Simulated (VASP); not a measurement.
# Sn (I4_1/amd) in VASP: single point with PBE

Aim: the single point of Sn with PBE.

All numbers are computed with VASP 6.6.1; they aren't measurements. Logs are shortened: lines on timing, memory, paths and dates and some standing lists are left out, and cuts for length are marked.

## (1) The cell of the first run

Symmetry: I4_1/amd, No. 141, tetragonal system. The conventional cell has a = 5.459 Å, b = 5.459 Å, c = 2.969 Å, α = 90.00°, β = 90.00°, γ = 90.00°. Sn (site symmetry -4m2) has 10 Sn at 2.83 to 3.52 Å within 3.7 Å.

## (2) Single point, PBE, non-collinear spin, zero start, spin-orbit coupling (22.12 Å³/atom)

Input file POSCAR:

```
Sn
1.0
   -2.7293846213      2.7293846213      1.4846604507
    2.7293846213     -2.7293846213      1.4846604507
    2.7293846213      2.7293846213     -1.4846604507
Sn
2
Direct
    0.0000000000      0.0000000000      0.0000000000
    0.7500000000      0.2500000000      0.5000000000
```

Input file INCAR.step1:

```
PREC = Accurate
ENCUT = 520
EDIFF = 1E-6
ISMEAR = 1
SIGMA = 0.1
LREAL = F
LASPH = T
NELM = 150
ALGO = Normal
ISIF = 2
LWAVE = F
LCHARG = T
MAGMOM = 0 0 0 0 0 0
LSORBIT = T
GGA_COMPAT = F
LORBMOM = T
GGA = PE
NBANDS = 40
```

Input file KPOINTS.step1:

```
regular mesh
0
Gamma
  7 7 7
```

Input file INCAR.step2:

```
PREC = Accurate
ENCUT = 520
EDIFF = 1E-6
ISMEAR = -5
SIGMA = 0.1
LREAL = F
LASPH = T
NELM = 150
ALGO = Normal
ISIF = 2
LWAVE = F
LCHARG = F
MAGMOM = 0 0 0 0 0 0
LORBIT = 10
LSORBIT = T
GGA_COMPAT = F
LORBMOM = T
GGA = PE
NBANDS = 40
NEDOS = 1001
ICHARG = 11
```

Input file KPOINTS.step2:

```
regular mesh
0
Gamma
  11 11 11
```

Potentials or basis: VASP PAW PBE potentials, release 64 (Sn_d).

Command:

```sh
> cat potpaw_PBE.64/Sn_d/POTCAR > POTCAR
> cp INCAR.step1 INCAR
> cp KPOINTS.step1 KPOINTS
> mpirun -np 1 vasp_ncl > vasp.out
> cp INCAR.step2 INCAR
> cp KPOINTS.step2 KPOINTS
> mpirun -np 1 vasp_ncl > vasp.out
```

OUTCAR:

```text
PREC = Accurate
   ENCUT = 520
   EDIFF = 1E-6
   ISMEAR = -5
   LREAL = F
   LASPH = T
   NELM = 150
   ISIF = 2
   LORBIT = 10
   LSORBIT = T
   GGA = PE
   ICHARG = 11

 ion  position               nearest neighbor table
   1  0.000  0.000  0.000-   2 2.83   2 2.83   2 2.83   2 2.83   2 3.52   2 3.52   2 3.52   2 3.52

   2  0.750  0.250  0.500-   1 2.83   1 2.83   1 2.83   1 2.83   1 3.52   1 3.52   1 3.52   1 3.52

  LATTYP: Found a body centered tetragonal cell.
 ALAT       =     5.4587692426
 C/A-ratio  =     0.5439542815

  Lattice vectors:

 A1 = (  -2.7293846213,   2.7293846213,   1.4846604507)
 A2 = (   2.7293846213,  -2.7293846213,   1.4846604507)
 A3 = (   2.7293846213,   2.7293846213,  -1.4846604507)

Analysis of symmetry for initial positions (statically):
=====================================================================
 Subroutine PRICEL returns:
 Original cell was already a primitive cell.

 Routine SETGRP: Setting up the symmetry group for a
 body centered tetragonal supercell.

 Subroutine GETGRP returns: Found 16 space group operations
 (whereof  8 operations were pure point group operations)
 out of a pool of 16 trial point group operations.

The static configuration has the point symmetry D_2d.
 The point group associated with its full space group is D_4h.

Analysis of symmetry for dynamics (positions and initial velocities):
=====================================================================
 Subroutine PRICEL returns:
 Original cell was already a primitive cell.

 Routine SETGRP: Setting up the symmetry group for a
 body centered tetragonal supercell.

 Subroutine GETGRP returns: Found 16 space group operations
 (whereof  8 operations were pure point group operations)
 out of a pool of 16 trial point group operations.

The dynamic configuration has the point symmetry D_2d.
 The point group associated with its full space group is D_4h.

Analysis of structural, dynamic, and magnetic symmetry:
=====================================================================
 Subroutine PRICEL returns:
 Original cell was already a primitive cell.

 Routine SETGRP: Setting up the symmetry group for a
 body centered tetragonal supercell.

 Subroutine GETGRP returns: Found 16 space group operations
[... 1214 lines left out ...]
      0.00000      0.00000      0.00000         0.000000      0.000000     -0.000000
     -0.00000      2.72938      0.74233        -0.000000     -0.000000      0.000000
 -----------------------------------------------------------------------------------
    total drift:                               -0.000000     -0.000000     -0.000000

  FREE ENERGIE OF THE ION-ELECTRON SYSTEM (eV)
  ---------------------------------------------------
  free  energy   TOTEN  =        -7.0535890746 eV

  energy  without entropy=       -7.0535890746  energy(sigma->0) =       -7.05358907

 orbital moment (x)

 # of ion     p       d       tot
 ----------------------------------------
  1         0.000  -0.000   0.000
  2        -0.000  -0.000  -0.000
 ----------------------------------------
           -0.000  -0.000  -0.000

 orbital moment (y)

 # of ion     p       d       tot
 ----------------------------------------
  1        -0.000  -0.000  -0.000
  2         0.000  -0.000  -0.000
 ----------------------------------------
           -0.000  -0.000  -0.000

 orbital moment (z)

 # of ion     p       d       tot
 ----------------------------------------
  1         0.000  -0.000  -0.000
  2         0.000   0.000   0.000
 ----------------------------------------
            0.000   0.000   0.000

 Spin-Orbit-Coupling matrix elements

 Ion:    1  E_soc:     -0.1131548
 l=   1
     0.0000000    -0.0126764    -0.0126524
    -0.0126764     0.0000000    -0.0126764
    -0.0126524    -0.0126764     0.0000000
 l=   2
     0.0000000    -0.0012628     0.0000000    -0.0012628    -0.0049090
    -0.0012628     0.0000000    -0.0037059    -0.0012576    -0.0012342
     0.0000000    -0.0037059     0.0000000    -0.0037059     0.0000000
    -0.0012628    -0.0012576    -0.0037059     0.0000000    -0.0012342
    -0.0049090    -0.0012342     0.0000000    -0.0012342     0.0000000
 l=   3
     0.0000000     0.0000000     0.0000000     0.0000000     0.0000000     0.0000000     0.0000000
     0.0000000     0.0000000     0.0000000     0.0000000     0.0000000     0.0000000     0.0000000
     0.0000000     0.0000000     0.0000000     0.0000000     0.0000000     0.0000000     0.0000000
     0.0000000     0.0000000     0.0000000     0.0000000     0.0000000     0.0000000     0.0000000
     0.0000000     0.0000000     0.0000000     0.0000000     0.0000000     0.0000000     0.0000000
     0.0000000     0.0000000     0.0000000     0.0000000     0.0000000     0.0000000     0.0000000
     0.0000000     0.0000000     0.0000000     0.0000000     0.0000000     0.0000000     0.0000000

 Ion:    2  E_soc:     -0.1131548
 l=   1
     0.0000000    -0.0126764    -0.0126524
    -0.0126764     0.0000000    -0.0126764
    -0.0126524    -0.0126764     0.0000000
 l=   2
     0.0000000    -0.0012628     0.0000000    -0.0012628    -0.0049090
    -0.0012628     0.0000000    -0.0037059    -0.0012576    -0.0012342
     0.0000000    -0.0037059     0.0000000    -0.0037059     0.0000000
    -0.0012628    -0.0012576    -0.0037059     0.0000000    -0.0012342
    -0.0049090    -0.0012342     0.0000000    -0.0012342     0.0000000
 l=   3
     0.0000000     0.0000000     0.0000000     0.0000000     0.0000000     0.0000000     0.0000000
     0.0000000     0.0000000     0.0000000     0.0000000     0.0000000     0.0000000     0.0000000
     0.0000000     0.0000000     0.0000000     0.0000000     0.0000000     0.0000000     0.0000000
     0.0000000     0.0000000     0.0000000     0.0000000     0.0000000     0.0000000     0.0000000
     0.0000000     0.0000000     0.0000000     0.0000000     0.0000000     0.0000000     0.0000000
     0.0000000     0.0000000     0.0000000     0.0000000     0.0000000     0.0000000     0.0000000
     0.0000000     0.0000000     0.0000000     0.0000000     0.0000000     0.0000000     0.0000000

 total charge

# of ion       s       p       d       tot
------------------------------------------
    1        1.212   1.218  10.021  12.451
    2        1.212   1.218  10.021  12.451
--------------------------------------------------
tot          2.424   2.436  20.041  24.901

 magnetization (x)

# of ion       s       p       d       tot
------------------------------------------
    1        0.000  -0.000  -0.000  -0.000
    2        0.000   0.000  -0.000  -0.000
--------------------------------------------------
tot          0.000  -0.000  -0.000  -0.000

 magnetization (y)

# of ion       s       p       d       tot
------------------------------------------
    1       -0.000  -0.000   0.000  -0.000
    2       -0.000  -0.000   0.000  -0.000
--------------------------------------------------
tot         -0.000  -0.000   0.000  -0.000

 magnetization (z)

# of ion       s       p       d       tot
------------------------------------------
    1        0.000   0.000   0.000   0.000
    2       -0.000   0.000   0.000  -0.000
--------------------------------------------------
tot         -0.000   0.000   0.000  -0.000
```

It took 12 min on 1 thread of Oxide Virtual Turin-like, shared host; peak memory 0.44 GiB.

Results:

```
Net moment                                            : 0.00 μB per cell
Valence electrons inside the program's atomic spheres : Sn 12.45
```

Moments on the atoms (μB; x, y, z):
```
Sn  0.00 0.00 0.00
Sn  0.00 0.00 0.00
```
